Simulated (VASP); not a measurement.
# HfC (rocksalt type) (Fm-3m) in VASP: further runs

HfC (rocksalt type) is run at these levels: PBE, PBE+D3(BJ); tasks: single point, relaxation of cell and atoms.

Program: VASP 6.6.1. These are calculated values, not measurements. Logs are shortened: lines on timing, memory, paths and dates and some standing lists are left out, and cuts for length are marked.

## Step 1: The cell of the first run

It takes space group Fm-3m (No. 225, cubic). The conventional cell has a = 4.651 Å, b = 4.651 Å, c = 4.651 Å, α = 90.00°, β = 90.00°, γ = 90.00°. Hf (site symmetry m-3m) has 6 C at 2.33 Å within 3.1 Å. Within 3.1 Å of C (site symmetry m-3m) lie 6 Hf at 2.33 Å.

## Step 2: Single point, PBE

File INCAR:

```
PREC     = Accurate       # precision mode
ENCUT    = 520            # plane-wave cutoff, eV
EDIFF    = 1E-7           # SCF threshold, eV
ISMEAR   = -1             # smearing method
SIGMA    = 0.08           # smearing width, eV
LREAL    = False          # projectors in reciprocal space
LASPH    = True           # aspherical terms in the spheres
NELM     = 60             # most SCF steps
ALGO     = Normal         # electronic algorithm
ISIF     = 2              # what is computed and relaxed
LWAVE    = False          # write WAVECAR
LCHARG   = True           # write CHGCAR
GGA      = PE             # functional
LELF     = True           # ELF
LVHAR    = True         
NBANDS   = 14             # bands
```

File KPOINTS:

```
Automatic mesh
0
Gamma
  15 15 15
```

File POSCAR:

```
HfC
1.0
    0.0000000000      2.3255627157      2.3255627157
    2.3255627157      0.0000000000      2.3255627157
    2.3255627157      2.3255627157      0.0000000000
Hf C
1 1
Direct
    0.0000000000      0.0000000000      0.0000000000
    0.5000000000      0.5000000000      0.5000000000
```

Potentials or basis: VASP PAW PBE potentials, release 64 (Hf_pv, C).

Launch:

```
> cat potpaw_PBE.64/Hf_pv/POTCAR potpaw_PBE.64/C/POTCAR > POTCAR
> mpirun -np 1 vasp_std > vasp.out
```

OUTCAR:

```text
PREC = Accurate
   ENCUT = 520
   EDIFF = 1E-7
   ISMEAR = -1
   LREAL = False
   LASPH = True
   NELM = 60
   ISIF = 2
   GGA = PE

 ion  position               nearest neighbor table
   1  0.000  0.000  0.000-   2 2.33   2 2.33   2 2.33   2 2.33   2 2.33   2 2.33
   2  0.500  0.500  0.500-   1 2.33   1 2.33   1 2.33   1 2.33   1 2.33   1 2.33

  LATTYP: Found a face centered cubic cell.
 ALAT       =     4.6511254314

  Lattice vectors:

 A1 = (   0.0000000000,   2.3255627157,   2.3255627157)
 A2 = (   2.3255627157,   0.0000000000,   2.3255627157)
 A3 = (   2.3255627157,   2.3255627157,   0.0000000000)

Analysis of symmetry for initial positions (statically):
=====================================================================
 Subroutine PRICEL returns:
 Original cell was already a primitive cell.

 Routine SETGRP: Setting up the symmetry group for a
 face centered cubic supercell.

 Subroutine GETGRP returns: Found 48 space group operations
 (whereof 48 operations were pure point group operations)
 out of a pool of 48 trial point group operations.

The static configuration has the point symmetry O_h .

Analysis of symmetry for dynamics (positions and initial velocities):
=====================================================================
 Subroutine PRICEL returns:
 Original cell was already a primitive cell.

 Routine SETGRP: Setting up the symmetry group for a
 face centered cubic supercell.

 Subroutine GETGRP returns: Found 48 space group operations
 (whereof 48 operations were pure point group operations)
 out of a pool of 48 trial point group operations.

The dynamic configuration has the point symmetry O_h .

 Subroutine INISYM returns: Found 48 space group operations
 (whereof 48 operations are pure point group operations),
 and found     1 'primitive' translations

----------------------------------------------------------------------------------------

                                     Primitive cell

  volume of cell :      25.1544

  direct lattice vectors                    reciprocal lattice vectors
     0.000000000  2.325562716  2.325562716    -0.215001727  0.215001727  0.215001727
     2.325562716  0.000000000  2.325562716     0.215001727 -0.215001727  0.215001727
     2.325562716  2.325562716  0.000000000     0.215001727  0.215001727 -0.215001727

  length of vectors
     3.288842333  3.288842333  3.288842333     0.372393915  0.372393915  0.372393915

  position of ions in fractional coordinates (direct lattice)
     0.000000000  0.000000000  0.000000000
     0.500000000  0.500000000  0.500000000

  ion indices of the primitive-cell ions
   primitive index   ion index
                 1           1
                 2           2

----------------------------------------------------------------------------------------

 KPOINTS: Automatic mesh

Automatic generation of k-mesh.
 Grid dimensions read from file:
 generate k-points for:   15   15   15

 Generating k-lattice:

  Cartesian coordinates                     Fractional coordinates (reciprocal lattice)
    -0.014333448  0.014333448  0.014333448     0.066666667  0.000000000  0.000000000
     0.014333448 -0.014333448  0.014333448     0.000000000  0.066666667  0.000000000
     0.014333448  0.014333448 -0.014333448     0.000000000  0.000000000  0.066666667

  Length of vectors
     0.024826261  0.024826261  0.024826261

  Shift w.r.t. Gamma in fractional coordinates (k-lattice)
     0.000000000  0.000000000  0.000000000

 Subroutine IBZKPT returns following result:
 ===========================================

 Found    120 irreducible k-points:

 Following reciprocal coordinates:
            Coordinates               Weight
  0.000000  0.000000  0.000000      1.000000
  0.066667  0.000000  0.000000      8.000000
  0.133333  0.000000  0.000000      8.000000
  0.200000  0.000000  0.000000      8.000000
  0.266667  0.000000  0.000000      8.000000
  0.333333  0.000000  0.000000      8.000000
[... 16 lines left out ...]
  0.133333  0.133333  0.000000      6.000000
  0.200000  0.133333  0.000000     24.000000
 [... further k-points ...]
   k-points           NKPTS =    120   k-points in BZ     NKDIM =    120   number of bands    NBANDS=     14
   number of dos      NEDOS =    301   number of ions     NIONS =      2
   total plane-waves  NPLWV =  13824
   dimension x,y,z NGX =    24 NGY =   24 NGZ =   24
   dimension x,y,z NGXF=    48 NGYF=   48 NGZF=   48
   ions per type =               1   1
   NGX,Y,Z   is equivalent  to a cutoff of  12.13, 12.13, 12.13 a.u.
   NGXF,Y,Z  is equivalent  to a cutoff of  24.26, 24.26, 24.26 a.u.
 SYSTEM =  unknown system
   PREC   = accura    normal or accurate (medium, high low for compatibility)
   ISTART =      0    job   : 0-new  1-cont  2-samecut
   ICHARG =      2    charge: 1-file 2-atom 10-const
   ISPIN  =      1    spin polarized calculation?
   LNONCOLLINEAR =      F non collinear calculations
   LSORBIT =      F    spin-orbit coupling
   LASPH  =      T    aspherical Exc in radial PAW
   ENCUT  =  520.0 eV  38.22 Ry    6.18 a.u.   6.12  6.12  6.12*2*pi/ulx,y,z
   NELM   =     60;   NELMIN=  2; NELMDL= -5     # of ELM steps
   EDIFF  = 0.1E-06   stopping-criterion for ELM
   LREAL  =      F    real-space projection
   EDIFFG = 0.1E-05   stopping-criterion for IOM
   NSW    =      0    number of steps for IOM
   IBRION =     -1    ionic relax: 0-MD 1-quasi-New 2-CG
   NFREE  =      0    steps in history (QN), initial steepest desc. (CG)
   ISIF   =      2    stress and relaxation
   ISYM   =      2    0-nonsym 1-usesym 2-fastsym
   POTIM  = 0.5000    time-step for ionic-motion
   TEBEG  =    0.0;   TEEND  =   0.0 temperature during run
   PSTRESS=    0.0 pullay stress
   NELECT =      14.0000    total number of electrons
   NUPDOWN=      -1.0000    fix difference up-down
   EMIN   =  10.00;   EMAX   =-10.00  energy-range for DOS
   EFERMI =   0.00;   METHOD = LEGACY
   ISMEAR =    -1;   SIGMA  =   0.08  broadening in eV -4-tet -1-fermi 0-gaus
   EFERMI_NEDOS =   21; number of points for ismear=-14 and -15
   IALGO  =     38    algorithm
   IMIX   =      4    mixing-type and parameters
     AMIX     =   0.40;   BMIX     =  1.00
     AMIX_MAG =   1.60;   BMIX_MAG =  1.00
  volume/ion in A,a.u.               =      12.58        84.88
  Fermi-wavevector in a.u.,A,eV,Ry     =   1.346623  2.544749 24.672727  1.813394
  Thomas-Fermi vector in A             =   2.474440
   LORBIT       =      0    0 simple, 1 ext, 2 COOP (PROOUT), +10 PAW based schemes
   GGA     = PE    functional components
   LHFCALC =     F    Hartree Fock is set to
   AEXX    =    0.0000 exact exchange contribution
   IVDW    =     0    specifies the selected vdW correction
   LEPSILON=     F    determine dielectric tensor
   LRPA    =     F    only Hartree local field effects (RPA)
 non-spin polarized calculation
  energy-cutoff  :      520.00
  volume of cell :       25.15
 maximum number of plane-waves:       690
   NGX = 13   NGY = 13   NGZ = 13

 number of electron      14.0000000 magnetization

 Free energy of the ion-electron system (eV)
  ---------------------------------------------------
  ext. energy  EPLUGINS =         0.00000000
  ---------------------------------------------------
  free energy    TOTEN  =       -21.04838066 eV

  energy without entropy =      -21.04183927  energy(sigma->0) =      -21.04510996

 E-fermi :   5.9233     XC(G=0): -12.2817

 val. band max:        5.9047118567   @ k =  -0.0667   0.0667   0.0000
 cond. band min:       5.9258921834   @ k =   0.2000   0.2000   0.0000
 fundamental gap:      0.0211803267
 Fermi energy:         5.9233144010

 k-point     1 :       0.0000    0.0000    0.0000
  band No.  band energies     occupation
      1     -23.6274      2.00000
      2     -23.6274      2.00000
      3     -23.6274      2.00000
      4      -6.3584      2.00000
      5       6.9462      0.00001
      6       6.9462      0.00001
      7       6.9462      0.00001
      8       7.3392      0.00000
      9       7.3392      0.00000
     10       7.3392      0.00000
     11       9.3363      0.00000
     12       9.3363      0.00000
     13      12.7667      0.00000
     14      16.9465      0.00000

 k-point     2 :       0.0667    0.0000    0.0000
  band No.  band energies     occupation
      1     -23.6586      2.00000
      2     -23.6304      2.00000
      3     -23.6304      2.00000
      4      -6.2466      2.00000
      5       6.1361      0.13072
      6       6.3858      0.00615
      7       6.3858      0.00615
      8       7.5775      0.00000
      9       7.5775      0.00000
     10       7.8662      0.00000
     11       9.8901      0.00000
     12       9.8901      0.00000
     13      13.0240      0.00000
     14      17.2628      0.00000

 k-point     3 :       0.1333    0.0000    0.0000
  band No.  band energies     occupation
      1     -23.7455      2.00000
      2     -23.6389      2.00000
      3     -23.6389      2.00000
      4      -5.9214      2.00000
      5       4.9938      1.99998
      6       5.5307      1.98533
      7       5.5307      1.98533
      8       7.9508      0.00000
      9       7.9508      0.00000
     10       8.2980      0.00000
     11      11.0550      0.00000
     12      11.0550      0.00000
     13      13.6792      0.00000
     14      18.1301      0.00000
[... 324 lines left out ...]
 k-point    23 :       0.1333    0.1333    0.0000
  band No.  band energies     occupation
      1     -23.7373      2.00000
      2     -23.6660      2.00000
      3     -23.6660      2.00000
      4      -5.8022      2.00000
      5       4.2340      2.00000
      6       5.8786      1.27257
      7       5.8786      1.27257
      8       6.5880      0.00049
      9       9.2341      0.00000
     10       9.2341      0.00000
     11       9.6033      0.00000
     12      11.5059      0.00000
     13      14.4869      0.00000
     14      18.5044      0.00000

 k-point    24 :       0.2000    0.1333    0.0000
  band No.  band energies     occupation
      1     -23.8181      2.00000
      2     -23.6848      2.00000
      3     -23.6777      2.00000
      4      -5.4608      2.00000
      5       3.4812      2.00000
      6       5.2503      1.99956
      7       5.5141      1.98806
      8       6.7112      0.00011
      9       9.4334      0.00000
     10       9.7328      0.00000
     11      10.4880      0.00000
     12      12.1774      0.00000
     13      15.4088      0.00000
     14      19.4022      0.00000

 [... further k-points ...]
[... 5 lines left out ...]
  --------------------------------------------------------------------------------------
  -------------------------------------------------------------------------------------
  Total       -0.0962026     -0.0962026     -0.0962026      0.0000000      0.0000000     -0.0000000
  in kB       -6.1275014     -6.1275014     -6.1275014      0.0000000      0.0000000     -0.0000000
  external PRESSURE =      -6.1275014 kB  Pullay stress =       0.0000000 kB

 VOLUME and BASIS-vectors are now :
 -----------------------------------------------------------------------------
  energy-cutoff  :      520.00
  volume of cell :       25.15
      direct lattice vectors                 reciprocal lattice vectors
     0.000000000  2.325562716  2.325562716    -0.215001727  0.215001727  0.215001727
     2.325562716  0.000000000  2.325562716     0.215001727 -0.215001727  0.215001727
     2.325562716  2.325562716  0.000000000     0.215001727  0.215001727 -0.215001727

 POSITION                                       TOTAL-FORCE (eV/Angst)
 -----------------------------------------------------------------------------------
      0.00000      0.00000      0.00000         0.000000      0.000000      0.000000
      2.32556      2.32556      2.32556        -0.000000     -0.000000      0.000000
 -----------------------------------------------------------------------------------
    total drift:                                0.000000     -0.000000     -0.000000

  FREE ENERGIE OF THE ION-ELECTRON SYSTEM (eV)
  ---------------------------------------------------
  free  energy   TOTEN  =       -21.0483806583 eV

  energy  without entropy=      -21.0418392688  energy(sigma->0) =      -21.04510996
```

Wall time 22 s (1 thread of Intel Xeon 6975P-C (Granite Rapids), shared host); peak memory 0.17 GiB.

Results:

| Property | Result |
| --- | --- |
| Free energy | -21.0484 eV |
| Pressure | -0.6 GPa |
| Band gap on the k mesh | zero (band 7 reaches 6.95 eV, above the bottom of band 8 at 5.52 eV) |

Levels at points of the mesh, in eV from the Fermi level:
| k point | band 5 | band 6 | band 7 | band 8 | band 9 | band 10 |
| --- | --- | --- | --- | --- | --- | --- |
| (0.00, 0.00, 0.00) | 1.02 | 1.02 | 1.02 | 1.42 | 1.42 | 1.42 |

Caveat: spin-orbit coupling is left out, which moves the levels of the heavy elements.

## Step 3: Single point, PBE+D3(BJ)

This run uses another cell than the first one, of 7.55 Å³/atom, 0.600 times its volume.

File INCAR:

```
SYSTEM = HfC
PREC = Accurate ; ENCUT = 520
EDIFF = 1E-6 ; ISMEAR = -5
SIGMA = 0.1 ; LREAL = .FALSE.
LASPH = .TRUE. ; NELM = 100
ALGO = Normal ; ISIF = 2
LWAVE = .FALSE. ; LCHARG = .FALSE.
GGA = PE ; IVDW = 12
NBANDS = 14
```

File KPOINTS:

```
Automatic mesh
0
G
  19 19 19
  0 0 0
```

File POSCAR:

```
HfC
1.0
    0.0000000000      1.9614555596      1.9614555596
    1.9614555596      0.0000000000      1.9614555596
    1.9614555596      1.9614555596      0.0000000000
Hf C
1 1
Direct
    0.0000000000      0.0000000000      0.0000000000
    0.5000000000      0.5000000000      0.5000000000
```

Potentials or basis: VASP PAW PBE potentials, release 64 (Hf_pv, C).

Launch:

```
> cat potpaw_PBE.64/Hf_pv/POTCAR potpaw_PBE.64/C/POTCAR > POTCAR
> mpirun -np 1 vasp_std > vasp.out
```

OUTCAR:

```text
SYSTEM = HfC
   PREC = Accurate
   ENCUT = 520
   EDIFF = 1E-6
   ISMEAR = -5
   LREAL = .FALSE.
   LASPH = .TRUE.
   NELM = 100
   ISIF = 2
   GGA = PE
   IVDW = 12
 IVDW          = 12

 ion  position               nearest neighbor table
   1  0.000  0.000  0.000-   2 1.96   2 1.96   2 1.96   2 1.96   2 1.96   2 1.96
   2  0.500  0.500  0.500-   1 1.96   1 1.96   1 1.96   1 1.96   1 1.96   1 1.96

  LATTYP: Found a face centered cubic cell.
 ALAT       =     3.9229111192

  Lattice vectors:

 A1 = (   0.0000000000,   1.9614555596,   1.9614555596)
 A2 = (   1.9614555596,   0.0000000000,   1.9614555596)
 A3 = (   1.9614555596,   1.9614555596,   0.0000000000)

Analysis of symmetry for initial positions (statically):
=====================================================================
 Subroutine PRICEL returns:
 Original cell was already a primitive cell.

 Routine SETGRP: Setting up the symmetry group for a
 face centered cubic supercell.

 Subroutine GETGRP returns: Found 48 space group operations
 (whereof 48 operations were pure point group operations)
 out of a pool of 48 trial point group operations.

The static configuration has the point symmetry O_h .

Analysis of symmetry for dynamics (positions and initial velocities):
=====================================================================
 Subroutine PRICEL returns:
 Original cell was already a primitive cell.

 Routine SETGRP: Setting up the symmetry group for a
 face centered cubic supercell.

 Subroutine GETGRP returns: Found 48 space group operations
 (whereof 48 operations were pure point group operations)
 out of a pool of 48 trial point group operations.

The dynamic configuration has the point symmetry O_h .

 Subroutine INISYM returns: Found 48 space group operations
 (whereof 48 operations are pure point group operations),
 and found     1 'primitive' translations

----------------------------------------------------------------------------------------
[... 125 lines left out ...]
   LRPA    =     F    only Hartree local field effects (RPA)
 non-spin polarized calculation
 Fermi weights with tetrahedron method with Bloechl corrections
  energy-cutoff  :      520.00
  volume of cell :       15.09
 maximum number of plane-waves:       419
 NGX is ok and might be reduce to    24
   NGX = 11   NGY = 11   NGZ = 11

 number of electron      13.9999999 magnetization

 Free energy of the ion-electron system (eV)
  ---------------------------------------------------
  ext. energy  EPLUGINS =         0.00000000
  ---------------------------------------------------
  free energy    TOTEN  =       -14.23937967 eV

  energy without entropy =      -14.23937967  energy(sigma->0) =      -14.23937967

 E-fermi :  10.8919     XC(G=0): -15.0264

 val. band max:       11.0273381523   @ k =   0.0526   0.0526   0.0000
 cond. band min:      10.7430791287   @ k =   0.1053   0.1053   0.0000
 fundamental gap:     -0.2842590236
 Fermi energy:        10.8919072851

 k-point     1 :       0.0000    0.0000    0.0000
  band No.  band energies     occupation
      1     -16.5505      2.00000
      2     -16.5505      2.00000
      3     -16.5505      2.00000
      4      -3.8827      2.00000
      5      11.7080     -1.10630
      6      11.7080      0.00000
      7      11.7080      0.00000
      8      11.9662      0.00000
      9      11.9662      0.00000
     10      11.9662      0.00000
     11      15.5647      0.00000
     12      15.5647      0.00000
     13      23.0961      0.00000
     14      24.7306      0.00000
[... 377 lines left out ...]
      1     -18.9552      2.00000
      2     -16.8702      2.00000
      3     -16.6690      2.00000
      4      -0.2764      2.00000
      5       5.9403      2.00000
      6       6.5191      2.00000
      7       7.3394      2.00000
      8      14.7578      0.00000
      9      14.8542      0.00000
     10      16.5913      0.00000
     11      22.9764      0.00000
     12      25.1645      0.00000
     13      26.0787      0.00000
     14      27.2253      0.00000

 [... further k-points ...]

------------------------ aborting loop because EDIFF is reached ----------------------------------------

 Edisp (eV)   -1.21332

 E8    (eV) :    -0.5812

  FORCE on cell =-STRESS in cart. coord.  units (eV):
  Direction    XX          YY          ZZ          XY          YZ          ZX
  --------------------------------------------------------------------------------------
  -------------------------------------------------------------------------------------
  Total      30.03095    30.03095    30.03095     0.00000     0.00000    -0.00000
  in kB    3187.96998  3187.96998  3187.96998     0.00000     0.00000    -0.00000
  external pressure =     3187.97 kB  Pullay stress =        0.00 kB

 VOLUME and BASIS-vectors are now :
 -----------------------------------------------------------------------------
  energy-cutoff  :      520.00
  volume of cell :       15.09
      direct lattice vectors                 reciprocal lattice vectors
     0.000000000  1.961455560  1.961455560    -0.254912734  0.254912734  0.254912734
     1.961455560  0.000000000  1.961455560     0.254912734 -0.254912734  0.254912734
     1.961455560  1.961455560  0.000000000     0.254912734  0.254912734 -0.254912734

 POSITION                                       TOTAL-FORCE (eV/Angst)
 -----------------------------------------------------------------------------------
      0.00000      0.00000      0.00000        -0.000000      0.000000      0.000000
      1.96146      1.96146      1.96146         0.000000     -0.000000      0.000000
 -----------------------------------------------------------------------------------
    total drift:                                0.000000     -0.000000     -0.000000

  FREE ENERGIE OF THE ION-ELECTRON SYSTEM (eV)
  ---------------------------------------------------
  free  energy   TOTEN  =       -15.4527037706 eV

  energy  without entropy=      -15.4527037706  energy(sigma->0) =      -15.45270377
```

Wall time 27 s (1 thread of Intel Xeon 6975P-C (Granite Rapids), shared host); peak memory 0.19 GiB.

Results:

```
Free energy                : -15.4527 eV
Pressure                   : 318.8 GPa
Band gap on the k mesh     : zero (band 7 reaches 11.78 eV, above the bottom of band 8 at 10.24 eV)
Dispersion energy per atom : -0.607 eV
```

Caveat: three body term missing; spin-orbit coupling is left out, which moves the levels of the heavy elements; pairwise dispersion overbinds metals, which lowers pressure and volume; tetrahedron occupations give inexact forces and stress in metals.

(Continued in part 2 of 2.)
